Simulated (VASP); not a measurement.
Set up this calculation in VASP 6.6.1, as the native input.

* Task: single point
* Functional: r2SCAN
* Potentials or basis: VASP PAW PBE potentials, release 64 (Al, Ga_d, O)
* Cutoff: 520 eV
* k mesh: 6 × 6 × 6
* Occupations: gaussian, width 0.01 eV
* Spin: no spin polarisation
* Dipole correction: no
* Further INCAR settings: ALGO = Normal; EDIFF = 1e-07; NBANDS = 40

Al3GaO6:

```
Al Ga O
1.0
     2.40779    1.39014    4.36781
    -2.40779    1.39014    4.36781
     0.00000   -2.78028    4.36781
Al Ga O
3 1 6
Direct
  0.85316 0.85316 0.85316
  0.64820 0.64820 0.64820
  0.34914 0.34914 0.34914
  0.14225 0.14225 0.14225
  0.73539 0.45686 0.05727
  0.94336 0.24876 0.56560
  0.05727 0.73539 0.45686
  0.45686 0.05727 0.73539
  0.56560 0.94336 0.24876
  0.24876 0.56560 0.94336
```

One way to write it, as run:

POSCAR

```
Al3GaO6
1.0
    2.4077890398      1.3901376486      4.3678099106
   -2.4077890398      1.3901376486      4.3678099106
    0.0000000000     -2.7802753023      4.3678099090
Al Ga O
3 1 6
Direct
    0.8531575545      0.8531575545      0.8531575545
    0.6482043944      0.6482043944      0.6482043944
    0.3491418545      0.3491418545      0.3491418545
    0.1422502879      0.1422502879      0.1422502879
    0.7353943456      0.4568612171      0.0572660895
    0.9433608430      0.2487596475      0.5656037658
    0.0572660895      0.7353943456      0.4568612171
    0.4568612171      0.0572660895      0.7353943456
    0.5656037658      0.9433608430      0.2487596475
    0.2487596475      0.5656037658      0.9433608430
```

INCAR.step1

```
SYSTEM = Al3GaO6
  PREC = Accurate
  ENCUT = 520
  ISMEAR = 0
  SIGMA = 0.01
  LREAL = .FALSE.
  LASPH = .TRUE.
  NELM = 100
  NBANDS = 40
  GGA = PE
  ALGO = Normal
  EDIFF = 1E-4
  LWAVE = .TRUE.
  LCHARG = .FALSE.
```

INCAR.step2

```
SYSTEM = Al3GaO6
  PREC = Accurate
  ENCUT = 520
  EDIFF = 1E-7
  ISMEAR = 0
  SIGMA = 0.01
  LREAL = .FALSE.
  LASPH = .TRUE.
  NELM = 100
  ALGO = Normal
  ISIF = 2
  LWAVE = .FALSE.
  LCHARG = .FALSE.
  METAGGA = R2SCAN
  LMIXTAU = .TRUE.
  NBANDS = 40
  ISTART = 1
```

KPOINTS

```
Automatic mesh
0
G
  6 6 6
  0 0 0
```

Potentials or basis: VASP PAW PBE potentials, release 64 (Al, Ga_d, O).

Run with:

```console
$ cat potpaw_PBE.64/Al/POTCAR potpaw_PBE.64/Ga_d/POTCAR potpaw_PBE.64/O/POTCAR > POTCAR
$ cp INCAR.step1 INCAR
$ mpirun -np 1 vasp_std > vasp.out
$ cp INCAR.step2 INCAR
$ mpirun -np 1 vasp_std > vasp.out
```

Results of the run:

The pressure is 0.2 GPa, the largest force is 0.128 eV/Å and the band gap on the k mesh is 5.79 eV (least direct gap 5.86 eV).

Caveat: the PAW data sets were made with another functional, which shifts forces and pressure a little.

Wall time 5 min on 1 thread of Intel(R) Xeon(R) 6975P-C (Granite Rapids), on a shared host, peak memory 0.33 GiB.
